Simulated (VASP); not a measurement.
# NbC4 (P6/mmm) in VASP: density of states with PBE

Aim: the density of states of NbC4 with PBE.

Everything below comes from runs of VASP 6.6.1. Logs are shortened: lines on timing, memory, paths and dates and some standing lists are left out, and cuts for length are marked.

**1. The cell of the first run**

Symmetry: P6/mmm, No. 191, hexagonal system. The conventional cell has a = 3.128 Å, b = 3.128 Å, c = 8.062 Å, α = 90.00°, β = 90.00°, γ = 120.00°. Nb (site symmetry 6/mmm) has 2 C at 2.10 Å within 2.8 Å. C (site symmetry 6mm) has 2 C at 1.28 to 1.30 Å within 1.7 Å. Within 1.7 Å of C (site symmetry 6mm) lie 1 C at 1.28 Å.

**2. Density of states, PBE**

Input file POSCAR:

```
NbC4
1.0
    3.1283864478      0.0000000000      0.0000000000
   -1.5641932239      2.7092621366      0.0000000000
    0.0000000000      0.0000000000      8.0617857482
Nb C
1 4
Direct
    0.0000000000      0.0000000000      0.5000000000
    0.0000000000      0.0000000000      0.0806866854
    0.0000000000      0.0000000000      0.9193133146
    0.0000000000      0.0000000000      0.2398406207
    0.0000000000      0.0000000000      0.7601593793
```

Input file INCAR.step1:

```
PREC = Accurate
ENCUT = 520
EDIFF = 1E-7
ISMEAR = 0
SIGMA = 0.1
LREAL = F
LASPH = T
NELM = 60
ALGO = Normal
ISIF = 2
LWAVE = F
LCHARG = T
LMAXMIX = 4
GGA = PE
NBANDS = 22
```

Input file KPOINTS.step1:

```
Automatic mesh
0
Gamma
  12 12 6
```

Input file INCAR.step2:

```
PREC = Accurate
ENCUT = 520
EDIFF = 1E-7
ISMEAR = -5
SIGMA = 0.1
LREAL = F
LASPH = T
NELM = 60
ALGO = Normal
ISIF = 2
LWAVE = F
LCHARG = F
LMAXMIX = 4
GGA = PE
LORBIT = 11
NEDOS = 2001
ICHARG = 11
```

Input file KPOINTS.step2:

```
Automatic mesh
0
Gamma
  18 18 9
```

Potentials or basis: VASP PAW PBE potentials, release 64 (Nb_sv, C).

The run is started by

```
$ cat potpaw_PBE.64/Nb_sv/POTCAR potpaw_PBE.64/C/POTCAR > POTCAR
$ cp INCAR.step1 INCAR
$ cp KPOINTS.step1 KPOINTS
$ mpirun -np 1 vasp_std > vasp.out
$ cp INCAR.step2 INCAR
$ cp KPOINTS.step2 KPOINTS
$ mpirun -np 1 vasp_std > vasp.out
```

OUTCAR:

```text
PREC = Accurate
   ENCUT = 520
   EDIFF = 1E-7
   ISMEAR = -5
   LREAL = F
   LASPH = T
   NELM = 60
   ISIF = 2
   GGA = PE
   LORBIT = 11
   ICHARG = 11

 ion  position               nearest neighbor table
   1  0.000  0.000  0.500-   4 2.10   5 2.10
   2  0.000  0.000  0.081-   4 1.28   3 1.30
   3  0.000  0.000  0.919-   5 1.28   2 1.30
   4  0.000  0.000  0.240-   2 1.28   1 2.10
   5  0.000  0.000  0.760-   3 1.28   1 2.10

  LATTYP: Found a hexagonal cell.
 ALAT       =     3.1283864478
 C/A-ratio  =     2.5769788620

  Lattice vectors:

 A1 = (   3.1283864478,   0.0000000000,   0.0000000000)
 A2 = (  -1.5641932239,   2.7092621366,   0.0000000000)
 A3 = (   0.0000000000,   0.0000000000,   8.0617857482)

Analysis of symmetry for initial positions (statically):
=====================================================================
 Subroutine PRICEL returns:
 Original cell was already a primitive cell.

 Routine SETGRP: Setting up the symmetry group for a
 hexagonal supercell.

 Subroutine GETGRP returns: Found 24 space group operations
 (whereof 24 operations were pure point group operations)
 out of a pool of 24 trial point group operations.

The static configuration has the point symmetry D_6h.

Analysis of symmetry for dynamics (positions and initial velocities):
=====================================================================
 Subroutine PRICEL returns:
 Original cell was already a primitive cell.

 Routine SETGRP: Setting up the symmetry group for a
 hexagonal supercell.

 Subroutine GETGRP returns: Found 24 space group operations
 (whereof 24 operations were pure point group operations)
 out of a pool of 24 trial point group operations.

The dynamic configuration has the point symmetry D_6h.

 Subroutine INISYM returns: Found 24 space group operations
 (whereof 24 operations are pure point group operations),
 and found     1 'primitive' translations

----------------------------------------------------------------------------------------

                                     Primitive cell

  volume of cell :      68.3286

  direct lattice vectors                    reciprocal lattice vectors
     3.128386448  0.000000000  0.000000000     0.319653603  0.184552094  0.000000000
    -1.564193224  2.709262137  0.000000000     0.000000000  0.369104188  0.000000000
     0.000000000  0.000000000  8.061785748     0.000000000  0.000000000  0.124041997

  length of vectors
     3.128386448  3.128386448  8.061785748     0.369104188  0.369104188  0.124041997

  position of ions in fractional coordinates (direct lattice)
     0.000000000  0.000000000  0.500000000
     0.000000000  0.000000000  0.080686685
     0.000000000  0.000000000  0.919313315
     0.000000000  0.000000000  0.239840621
     0.000000000  0.000000000  0.760159379

  ion indices of the primitive-cell ions
   primitive index   ion index
                 1           1
                 2           2
                 3           3
                 4           4
                 5           5

----------------------------------------------------------------------------------------

 KPOINTS: Automatic mesh

Automatic generation of k-mesh.
 Grid dimensions read from file:
 generate k-points for:   18   18    9

 Generating k-lattice:

  Cartesian coordinates                     Fractional coordinates (reciprocal lattice)
     0.017758534  0.010252894  0.000000000     0.055555556  0.000000000  0.000000000
     0.000000000  0.020505788  0.000000000     0.000000000  0.055555556  0.000000000
     0.000000000  0.000000000  0.013782444     0.000000000  0.000000000  0.111111111

  Length of vectors
     0.020505788  0.020505788  0.013782444

  Shift w.r.t. Gamma in fractional coordinates (k-lattice)
     0.000000000  0.000000000  0.000000000

 TETIRR: Found   2805 inequivalent tetrahedra from    17496

 Subroutine IBZKPT returns following result:
 ===========================================

 Found    185 irreducible k-points:

 Following reciprocal coordinates:
            Coordinates               Weight
  0.000000  0.000000  0.000000      1.000000
  0.055556  0.000000  0.000000      6.000000
  0.111111  0.000000  0.000000      6.000000
  0.166667 -0.000000  0.000000      6.000000
  0.222222 -0.000000  0.000000      6.000000
  0.277778 -0.000000  0.000000      6.000000
[... 16 lines left out ...]
  0.333333  0.111111  0.000000     12.000000
  0.388889  0.111111  0.000000     12.000000
 [... further k-points ...]
   k-points           NKPTS =    185   k-points in BZ     NKDIM =    185   number of bands    NBANDS=     18
   number of dos      NEDOS =   2001   number of ions     NIONS =      5
   total plane-waves  NPLWV =  34560
   dimension x,y,z NGX =    24 NGY =   24 NGZ =   60
   dimension x,y,z NGXF=    48 NGYF=   48 NGZF=  120
   ions per type =               1   4
   NGX,Y,Z   is equivalent  to a cutoff of  12.75, 12.75, 12.37 a.u.
   NGXF,Y,Z  is equivalent  to a cutoff of  25.51, 25.51, 24.75 a.u.
 SYSTEM =  unknown system
   PREC   = accura    normal or accurate (medium, high low for compatibility)
   ISTART =      0    job   : 0-new  1-cont  2-samecut
   ICHARG =     11    charge: 1-file 2-atom 10-const
   ISPIN  =      1    spin polarized calculation?
   LNONCOLLINEAR =      F non collinear calculations
   LSORBIT =      F    spin-orbit coupling
   LASPH  =      T    aspherical Exc in radial PAW
   ENCUT  =  520.0 eV  38.22 Ry    6.18 a.u.   5.82  5.82 14.99*2*pi/ulx,y,z
   NELM   =     60;   NELMIN=  2; NELMDL=  0     # of ELM steps
   EDIFF  = 0.1E-06   stopping-criterion for ELM
   LREAL  =      F    real-space projection
   EDIFFG = 0.1E-05   stopping-criterion for IOM
   NSW    =      0    number of steps for IOM
   IBRION =     -1    ionic relax: 0-MD 1-quasi-New 2-CG
   NFREE  =      0    steps in history (QN), initial steepest desc. (CG)
   ISIF   =      2    stress and relaxation
   ISYM   =      2    0-nonsym 1-usesym 2-fastsym
   POTIM  = 0.5000    time-step for ionic-motion
   TEBEG  =    0.0;   TEEND  =   0.0 temperature during run
   PSTRESS=    0.0 pullay stress
   NELECT =      29.0000    total number of electrons
   NUPDOWN=      -1.0000    fix difference up-down
   EMIN   =  10.00;   EMAX   =-10.00  energy-range for DOS
   EFERMI =   0.00;   METHOD = LEGACY
   ISMEAR =    -5;   SIGMA  =   0.10  broadening in eV -4-tet -1-fermi 0-gaus
   EFERMI_NEDOS =   21; number of points for ismear=-14 and -15
   IALGO  =     38    algorithm
   IMIX   =      4    mixing-type and parameters
     AMIX     =   0.40;   BMIX     =  1.00
     AMIX_MAG =   1.60;   BMIX_MAG =  1.00
  volume/ion in A,a.u.               =      13.67        92.22
  Fermi-wavevector in a.u.,A,eV,Ry     =   1.230287  2.324906 20.593877  1.513607
  Thomas-Fermi vector in A             =   2.365142
   LORBIT       =     11    0 simple, 1 ext, 2 COOP (PROOUT), +10 PAW based schemes
   GGA     = PE    functional components
   LHFCALC =     F    Hartree Fock is set to
   AEXX    =    0.0000 exact exchange contribution
   IVDW    =     0    specifies the selected vdW correction
   LEPSILON=     F    determine dielectric tensor
   LRPA    =     F    only Hartree local field effects (RPA)
 non-spin polarized calculation
 Fermi weights with tetrahedron method with Bloechl corrections
  energy-cutoff  :      520.00
  volume of cell :       68.33
 maximum number of plane-waves:      1858
 NGX is ok and might be reduce to    24

 number of electron      28.9999999 magnetization

 Free energy of the ion-electron system (eV)
  ---------------------------------------------------
  ext. energy  EPLUGINS =         0.00000000
  ---------------------------------------------------
  free energy    TOTEN  =       -40.42441006 eV

  energy without entropy =      -40.42441006  energy(sigma->0) =      -40.42441006

 E-fermi :   3.4884     XC(G=0): -10.0997

 val. band max:        3.5204682409   @ k =   0.3333   0.1111   0.1111
 cond. band min:       3.4923903700   @ k =   0.2222   0.1111   0.4444
 fundamental gap:     -0.0280778709
 Fermi energy:         3.4883981411

 k-point     1 :       0.0000    0.0000    0.0000
  band No.  band energies     occupation
      1     -51.3425      2.00000
      2     -27.3582      2.00000
      3     -27.0965      2.00000
      4     -27.0965      2.00000
      5     -12.0633      2.00000
      6      -9.9382      2.00000
[... 10 lines left out ...]
     17       6.8126      0.00000
     18       6.8146      0.00000

 k-point     2 :       0.0556    0.0000    0.0000
  band No.  band energies     occupation
      1     -51.3404      2.00000
      2     -27.3557      2.00000
      3     -27.1139      2.00000
      4     -27.1005      2.00000
      5     -12.0395      2.00000
      6      -9.9177      2.00000
[... 10 lines left out ...]
     17       6.6938      0.00000
     18       6.7950      0.00000

 k-point     3 :       0.1111    0.0000    0.0000
  band No.  band energies     occupation
      1     -51.3344      2.00000
      2     -27.3486      2.00000
      3     -27.1638      2.00000
      4     -27.1122      2.00000
      5     -11.9700      2.00000
      6      -9.8580      2.00000
[... 10 lines left out ...]
     17       6.3773      0.00000
     18       6.7740      0.00000

 k-point     4 :       0.1667   -0.0000    0.0000
  band No.  band energies     occupation
      1     -51.3251      2.00000
      2     -27.3377      2.00000
      3     -27.2397      2.00000
      4     -27.1300      2.00000
      5     -11.8604      2.00000
      6      -9.7641      2.00000
[... 375 lines left out ...]
      4     -27.2295      2.00000
      5     -11.3648      2.00000
      6      -9.3454      2.00000
[... 10 lines left out ...]
     17       5.9389      0.00000
     18       6.1935      0.00000

 k-point    23 :       0.3333    0.1111    0.0000
  band No.  band energies     occupation
      1     -51.2784      2.00000
      2     -27.5781      2.00000
      3     -27.2827      2.00000
      4     -27.2517      2.00000
      5     -11.2372      2.00000
      6      -9.2394      2.00000
[... 10 lines left out ...]
     17       6.0830      0.00000
     18       6.1203      0.00000

 k-point    24 :       0.3889    0.1111    0.0000
  band No.  band energies     occupation
      1     -51.2726      2.00000
      2     -27.6186      2.00000
      3     -27.2760      2.00000
      4     -27.2662      2.00000
      5     -11.1504      2.00000
      6      -9.1679      2.00000
[... 10 lines left out ...]
     17       6.0175      0.00000
     18       6.4572      0.00000

 [... further k-points ...]
[... 5 lines left out ...]
  --------------------------------------------------------------------------------------
  -------------------------------------------------------------------------------------
  Total        0.0338712      0.0338712     -0.2707288      0.0000000     -0.0000000      0.0000000
  in kB        0.7942166      0.7942166     -6.3480808      0.0000000     -0.0000000      0.0000000
  external PRESSURE =      -1.5865492 kB  Pullay stress =       0.0000000 kB

 VOLUME and BASIS-vectors are now :
 -----------------------------------------------------------------------------
  energy-cutoff  :      520.00
  volume of cell :       68.33
      direct lattice vectors                 reciprocal lattice vectors
     3.128386448  0.000000000  0.000000000     0.319653603  0.184552094  0.000000000
    -1.564193224  2.709262137  0.000000000     0.000000000  0.369104188  0.000000000
     0.000000000  0.000000000  8.061785748     0.000000000  0.000000000  0.124041997

 POSITION                                       TOTAL-FORCE (eV/Angst)
 -----------------------------------------------------------------------------------
      0.00000      0.00000      4.03089         0.000000     -0.000000      0.000000
      0.00000      0.00000      0.65048         0.000000     -0.000000      0.022486
      0.00000      0.00000      7.41131        -0.000000      0.000000     -0.022486
      0.00000      0.00000      1.93354         0.000000     -0.000000      0.010616
      0.00000      0.00000      6.12824        -0.000000      0.000000     -0.010616
 -----------------------------------------------------------------------------------
    total drift:                               -0.000000      0.000000      0.000000

  FREE ENERGIE OF THE ION-ELECTRON SYSTEM (eV)
  ---------------------------------------------------
  free  energy   TOTEN  =       -40.4244100576 eV

  energy  without entropy=      -40.4244100576  energy(sigma->0) =      -40.42441006

 total charge

# of ion       s       p       d       tot
------------------------------------------
    1        2.206   6.027   2.277  10.510
    2        0.917   1.772   0.000   2.689
    3        0.917   1.772   0.000   2.689
    4        0.944   1.526   0.000   2.470
    5        0.944   1.526   0.000   2.470
--------------------------------------------------
tot          5.928  12.624   2.277  20.829
```

It took 97 s on 1 thread of Intel Xeon 6975P-C (Granite Rapids), shared host; peak memory 0.33 GiB.

What came out:

```yaml
Valence_electrons_inside_the_program's_atomic_spheres: Nb 10.51; C 2.69, 2.47
```

Caveat: tetrahedron occupations give inexact forces and stress in metals.
